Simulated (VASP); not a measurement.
Here is a VASP 6.6.1 calculation.

INCAR

```
ALGO     = Normal         # electronic algorithm
EDIFF    = 1E-6           # SCF threshold, eV
ENCUT    = 520            # plane-wave cutoff, eV
GGA      = PS             # functional
ISIF     = 2              # what is computed and relaxed
ISMEAR   = 0              # smearing method
IVDW     = 12             # dispersion correction
LASPH    = T              # aspherical terms in the spheres
LCHARG   = F              # write CHGCAR
LREAL    = F              # projectors in reciprocal space
LWAVE    = F              # write WAVECAR
NBANDS   = 60             # bands
NELECT   = 96.0         
NELM     = 80             # most SCF steps
PREC     = Accurate       # precision mode
SIGMA    = 0.05           # smearing width, eV
```

KPOINTS

```
k-points
0
Gamma
  6 6 6
```

Contents of POSCAR:

```
Sn4O7
1.0
    3.2156683686      1.8565669983      4.1108686860
   -3.2156683686      1.8565669983      4.1108686860
    0.0000000000     -3.7131339965      4.1108686860
Sn O
4 7
Direct
    0.8647871667      0.8647871667      0.8647871667
    0.3647871667      0.3647871667      0.8647871667
    0.3647871667      0.8647871667      0.3647871667
    0.8647871667      0.3647871667      0.3647871667
    0.6190548989      0.1190548989      0.6190548989
    0.6190548989      0.6190548989      0.1190548989
    0.7369238003      0.5365392862      0.5365392862
    0.1190548989      0.1190548989      0.1190548989
    0.1105194344      0.1105194344      0.6105194344
    0.1105194344      0.6105194344      0.1105194344
    0.6105194344      0.1105194344      0.1105194344
```

Potentials or basis: VASP PAW PBE potentials, release 64 (Sn_d, O).

Command:

```bash
$ cat potpaw_PBE.64/Sn_d/POTCAR potpaw_PBE.64/O/POTCAR > POTCAR
$ mpirun -np 1 vasp_std > vasp.out
```

(1) What does it give for the largest force?

(2) Predict the dispersion energy per atom.

## Answers

(1) 42.515 eV/Å.

(2) -0.191 eV.

Caveat: the cell carries a net charge on a neutralising background, which shifts energy and pressure; the cell differs from its parent crystal (atom 7 moved -0.167 of the way to it and -0.600 Å across, host rigid); the PAW data sets were made with another functional, which shifts forces and pressure a little.
